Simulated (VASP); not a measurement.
# SiC (I-4m2) in VASP: a series of runs, part 2 of 2

VASP 6.6.1. Earlier steps stand in the parts before.

**3. Relaxation of the atoms, PBEsol (strained cell)**

Input file INCAR:

```
SYSTEM = SiC
PREC = Accurate ; ENCUT = 520
EDIFF = 1E-7 ; ISMEAR = 0
SIGMA = 0.02 ; LREAL = .False.
LASPH = .True. ; NELM = 120
ALGO = Normal ; ISIF = 2
LWAVE = .False. ; LCHARG = .False.
GGA = PS ; IBRION = 2
NSW = 60 ; EDIFFG = -0.002
GGA_COMPAT = .False. ; NELMIN = 4
```

Input file KPOINTS:

```
Automatic mesh
0
Gamma
  10 10 10
  0 0 0
```

Input file POSCAR:

```
SiC
1.0
    0.0000000000      2.1838762586      2.1566458813
    2.1838762586      0.0000000000      2.1566458813
    2.1838762586      2.1838762586      0.0000000000
Si C
1 1
Direct
    0.0000000000      0.0000000000      0.0000000000
    0.2500000000      0.2500000000      0.2500000000
```

Potentials or basis: VASP PAW PBE potentials, release 64 (Si, C).

Run with:

```bash
> cat potpaw_PBE.64/Si/POTCAR potpaw_PBE.64/C/POTCAR > POTCAR
> mpirun -np 1 vasp_std > vasp.out
```

OUTCAR:

```text
SYSTEM = SiC
   PREC = Accurate
   ENCUT = 520
   EDIFF = 1E-7
   ISMEAR = 0
   LREAL = .False.
   LASPH = .True.
   NELM = 120
   ISIF = 2
   GGA = PS
   IBRION = 2
   NSW = 60
   EDIFFG = -0.002
   NELMIN = 4

 ion  position               nearest neighbor table
   1  0.000  0.000  0.000-   2 1.88   2 1.88   2 1.88   2 1.88
   2  0.250  0.250  0.250-   1 1.88   1 1.88   1 1.88   1 1.88

  LATTYP: Found a body centered tetragonal cell.
 ALAT       =     3.0884674235
 C/A-ratio  =     1.3965799768

  Lattice vectors:

 A1 = (   0.0000000000,  -2.1838762586,  -2.1566458813)
 A2 = (   0.0000000000,   2.1838762586,  -2.1566458813)
 A3 = (   2.1838762586,   0.0000000000,   2.1566458813)

Analysis of symmetry for initial positions (statically):
=====================================================================
 Subroutine PRICEL returns:
 Original cell was already a primitive cell.

 Routine SETGRP: Setting up the symmetry group for a
[... 170 lines left out ...]

 val. band max:        8.1785479306   @ k =   0.0000   0.0000   0.0000
 cond. band min:       9.2755040000   @ k =   0.5000   0.5000   0.0000
 fundamental gap:      1.0969560694
 Fermi energy:         8.2815735179

 k-point     1 :       0.0000    0.0000    0.0000
  band No.  band energies     occupation
      1      -7.3477      2.00000
      2       8.0952      2.00000
      3       8.0952      2.00000
      4       8.1785      2.00000
      5      14.3768      0.00000
      6      15.3842      0.00000
      7      15.4168      0.00000
      8      15.4168      0.00000
[... 243 lines left out ...]
 k-point    24 :       0.4000    0.3000    0.0000
  band No.  band energies     occupation
      1      -4.1279      2.00000
      2       2.5923      2.00000
      3       4.8943      2.00000
      4       5.3859      2.00000
      5      10.8351      0.00000
      6      13.5316      0.00000
      7      19.7595      0.00000
      8      19.9935      0.00000

 [... further k-points ...]

------------------------ aborting loop because EDIFF is reached ----------------------------------------

  FORCE on cell =-STRESS in cart. coord.  units (eV):
  Direction    XX          YY          ZZ          XY          YZ          ZX
  --------------------------------------------------------------------------------------
  -------------------------------------------------------------------------------------
  Total        0.0568172      0.0568172      0.4523295      0.0000000      0.0000000      0.0000000
  in kB        4.4251258      4.4251258     35.2290220      0.0000000      0.0000000      0.0000000
  external PRESSURE =      14.6930912 kB  Pullay stress =       0.0000000 kB

 VOLUME and BASIS-vectors are now :
 -----------------------------------------------------------------------------
  energy-cutoff  :      520.00
  volume of cell :       20.57
      direct lattice vectors                 reciprocal lattice vectors
     0.000000000  2.183876259  2.156645881    -0.228950701  0.228950701  0.231841493
     2.183876259  0.000000000  2.156645881     0.228950701 -0.228950701  0.231841493
     2.183876259  2.183876259  0.000000000     0.228950701  0.228950701 -0.231841493

 POSITION                                       TOTAL-FORCE (eV/Angst)
 -----------------------------------------------------------------------------------
      0.00000      0.00000      0.00000         0.000000      0.000000      0.000000
      1.09194      1.09194      1.07832        -0.000000     -0.000000     -0.000000
 -----------------------------------------------------------------------------------
    total drift:                                0.000000      0.000000      0.000000

  FREE ENERGIE OF THE ION-ELECTRON SYSTEM (eV)
  ---------------------------------------------------
  free  energy   TOTEN  =       -15.9126645852 eV

  energy  without entropy=      -15.9126645852  energy(sigma->0) =      -15.91266459

 reached required accuracy - stopping structural energy minimisation
```

CONTCAR:

```text
SiC
   1.00000000000000
     0.0000000000000000    2.1838762585999998    2.1566458812999998
     2.1838762585999998    0.0000000000000000    2.1566458812999998
     2.1838762585999998    2.1838762585999998    0.0000000000000000
  Si              C
     1     1
Direct
     0.0000000000000000    0.0000000000000000    0.0000000000000000
     0.2500000000000000    0.2500000000000000    0.2500000000000000

  0.00000000E+00  0.00000000E+00  0.00000000E+00
  0.00000000E+00  0.00000000E+00  0.00000000E+00
```

Wall time 22 s (1 thread of Intel Xeon 8259CL, shared host); peak memory 0.14 GiB.

What came out:

```
Free energy             : -15.9127 eV
Pressure after relaxing : 1.5 GPa
Band gap on the k mesh  : 1.10 eV (least direct gap 4.43 eV)
```

Final structure:
```
Si C
1.0
     0.00000    2.18388    2.15665
     2.18388    0.00000    2.15665
     2.18388    2.18388    0.00000
Si C
1 1
Direct
  0.00000 0.00000 0.00000
  0.25000 0.25000 0.25000
```

Caveat: the cell differs from its parent crystal (strained cell); the PAW data sets were made with another functional, which shifts forces and pressure a little. A k mesh can miss the band edges.

**4. Relaxation of the atoms, PBEsol (strained cell)**

Input file INCAR:

```
SYSTEM = SiC
PREC = Accurate
ENCUT = 520
EDIFF = 1E-7
ISMEAR = 0
SIGMA = 0.02
LREAL = .False.
LASPH = .True.
NELM = 120
ALGO = Normal
ISIF = 2
LWAVE = .False.
LCHARG = .False.
GGA = PS
IBRION = 2
NSW = 60
EDIFFG = -0.002
GGA_COMPAT = .False.
NELMIN = 4
```

KPOINTS is that of step 3.

Input file POSCAR:

```
SiC
1.0
    0.0000000000      2.1851360485      2.1566458813
    2.1851360485      0.0000000000      2.1566458813
    2.1851360485      2.1851360485      0.0000000000
Si C
1 1
Direct
    0.0000000000      0.0000000000      0.0000000000
    0.2500000000      0.2500000000      0.2500000000
```

Run with:

```bash
> cat potpaw_PBE.64/Si/POTCAR potpaw_PBE.64/C/POTCAR > POTCAR
> mpirun -np 1 vasp_std > vasp.out
```

Run time: 22 s. Hardware: 1 thread of Intel Xeon 8259CL, shared host; peak memory 0.14 GiB.

Results (log left out):

* Free energy: -15.9127 eV
* Pressure after relaxing: 1.2 GPa
* Band gap on the k mesh: 1.09 eV (least direct gap 4.43 eV)

Stress tensor (GPa, compression positive):
```
0.13 0.00 0.00
0.00 0.13 0.00
0.00 0.00 3.35
```

Final structure:
```
Si C
1.0
     0.00000    2.18514    2.15665
     2.18514    0.00000    2.15665
     2.18514    2.18514    0.00000
Si C
1 1
Direct
  0.00000 0.00000 0.00000
  0.25000 0.25000 0.25000
```

Levels at points of the mesh, in eV from the valence-band top:
| k point | band 1 | band 2 | band 3 | band 4 | band 5 | band 6 | band 7 | band 8 |
| --- | --- | --- | --- | --- | --- | --- | --- | --- |
| (0.00, 0.00, 0.00) | -15.52 | -0.09 | -0.09 | 0.00 | 6.18 | 7.19 | 7.23 | 7.23 |
| (0.50, 0.00, 0.00) | -11.90 | -8.68 | -1.19 | -1.04 | 5.34 | 7.00 | 7.22 | 9.89 |
| (0.50, 0.50, 0.00) | -10.36 | -7.80 | -3.37 | -3.37 | 1.09 | 4.00 | 13.91 | 13.91 |
| (0.50, 0.00, 0.50) | -10.46 | -7.96 | -3.24 | -3.22 | 1.21 | 4.23 | 13.76 | 14.17 |

Caveat: the cell differs from its parent crystal (strained cell); the PAW data sets were made with another functional, which shifts forces and pressure a little. A k mesh can miss the band edges.

**5. Relaxation of the atoms, PBEsol (strained cell)**

Input file INCAR:

```
SYSTEM = SiC
ALGO = Normal
EDIFF = 1E-7
EDIFFG = -0.002
ENCUT = 520
GGA = PS
GGA_COMPAT = .False.
IBRION = 2
ISIF = 2
ISMEAR = 0
LASPH = .True.
LCHARG = .False.
LREAL = .False.
LWAVE = .False.
NELM = 120
NELMIN = 4
NSW = 60
PREC = Accurate
SIGMA = 0.02
```

Input file KPOINTS:

```
k-points
0
Gamma
  10 10 10
  0 0 0
```

Input file POSCAR:

```
SiC
1.0
    0.0000000000      2.1842326346      2.1566458813
    2.1842326346      0.0000000000      2.1566458813
    2.1842326346      2.1842326346      0.0000000000
Si C
1 1
Direct
    0.0000000000      0.0000000000      0.0000000000
    0.2500000000      0.2500000000      0.2500000000
```

Run with:

```bash
> cat potpaw_PBE.64/Si/POTCAR potpaw_PBE.64/C/POTCAR > POTCAR
> mpirun -np 1 vasp_std > vasp.out
```

It took 23 s on 1 thread of Intel Xeon 8259CL, shared host; peak memory 0.14 GiB.

The run converged. Its results:

- Free energy: -15.9127 eV
- Pressure after relaxing: 1.4 GPa
- Band gap on the k mesh: 1.10 eV (least direct gap 4.43 eV)

Stress tensor (GPa, compression positive):
```
0.36 0.00 0.00
0.00 0.36 0.00
0.00 0.00 3.47
```

Final structure:
```cif
data_structure
_symmetry_space_group_name_H-M 'P 1'
_symmetry_Int_Tables_number 1
_cell_length_a 3.0695
_cell_length_b 3.0695
_cell_length_c 3.0890
_cell_angle_alpha 59.790
_cell_angle_beta 59.790
_cell_angle_gamma 60.420
_cell_volume 20.58
loop_
_atom_site_label
_atom_site_type_symbol
_atom_site_fract_x
_atom_site_fract_y
_atom_site_fract_z
_atom_site_occupancy
Si1 Si 0.00000 0.00000 0.00000 1
C1 C 0.25000 0.25000 0.25000 1
```

Levels at points of the mesh, in eV from the valence-band top:
```tsv
k point	band 2	band 3	band 4	band 5	band 6	band 7
(0.00, 0.00, 0.00)	-0.08	-0.08	0.00	6.19	7.20	7.24
(0.50, 0.00, 0.00)	-8.69	-1.19	-1.04	5.35	7.01	7.22
(0.50, 0.50, 0.00)	-7.80	-3.37	-3.37	1.10	4.01	13.92
(0.50, 0.00, 0.50)	-7.96	-3.24	-3.22	1.21	4.24	13.78
```

Caveat: the cell differs from its parent crystal (strained cell); the PAW data sets were made with another functional, which shifts forces and pressure a little.

**6. Summary**

| task | cell | cutoff (eV) | smearing | gap on the mesh (eV) | pressure (GPa) |
| --- | --- | --- | --- | --- | --- |
| single point | a = 3.070, b = 3.070, c = 3.089 Å, angles 59.8, 59.8, 60.4°, 2 atoms | 600 | gaussian 0.01 eV | 1.10 | 1.3 |
| relaxation of the atoms | atoms relaxed from a = 3.069, b = 3.069, c = 3.088 Å, angles 59.8, 59.8, 60.4°, 2 atoms | 520 | gaussian 0.02 eV | 1.10 | 1.5 |
| relaxation of the atoms | atoms relaxed from a = 3.070, b = 3.070, c = 3.090 Å, angles 59.8, 59.8, 60.4°, 2 atoms | 520 | gaussian 0.02 eV | 1.09 | 1.2 |
| relaxation of the atoms | atoms relaxed from a = 3.070, b = 3.070, c = 3.089 Å, angles 59.8, 59.8, 60.4°, 2 atoms | 520 | gaussian 0.02 eV | 1.10 | 1.4 |

Alike in all rows: level PBEsol; potentials or basis VASP PAW PBE potentials, release 64 (Si, C); no spin polarisation; k mesh 10 × 10 × 10.

Caveats: the PAW data sets were made with another functional, which shifts forces and pressure a little.

Total energies depend on the potentials used, so only differences within one code and one set of settings carry meaning.
